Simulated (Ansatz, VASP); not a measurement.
**Cd4Se: VASP beside Ansatz**

```xyz
5
Lattice="3.3000 0.0000 0.0000 -1.6500 2.8579 0.0000 0.0000 0.0000 12.6000" Properties=species:S:1:pos:R:3 pbc="T T T"
Cd    0.0000    1.9053    2.0160
Cd    1.6500    0.9526   10.5840
Cd    1.6500    0.9526    4.9140
Cd    0.0000    1.9053    7.6860
Se    0.0000    0.0000    0.0000
```

Alike in both runs: task relaxation of cell and atoms; functional PBE; k mesh 6 × 6 × 2; occupations gaussian, width 0.2 eV; no spin polarisation.

|  | VASP | Ansatz |
| --- | --- | --- |
| version | VASP 6.6.1 | Ansatz 0.2.0 |
| potentials or method | VASP PAW PBE potentials, release 64 (Cd, Se), cutoff 600 eV | scalar-relativistic, plane waves, PAW |
| valence electrons in the cell | 54 | 96 |

```tsv
	VASP	Ansatz	Ansatz less VASP
gap on the k mesh at the Fermi level, each at its own relaxed structure (eV)	none	none	-
relaxed volume (Å³/atom)	25.56	25.14	-0.413
relaxed length of the cell vector where the two differ most in proportion (Å)	9.349	9.512	+0.1635
```

A gap of «none» marks a metal or a gap that the smearing closes. VASP's potentials hold 54 valence electrons a cell and Ansatz's 96, so a difference there can come from the potentials and not from the codes.

The k mesh is coarse, so the values compare programs but aren't converged.
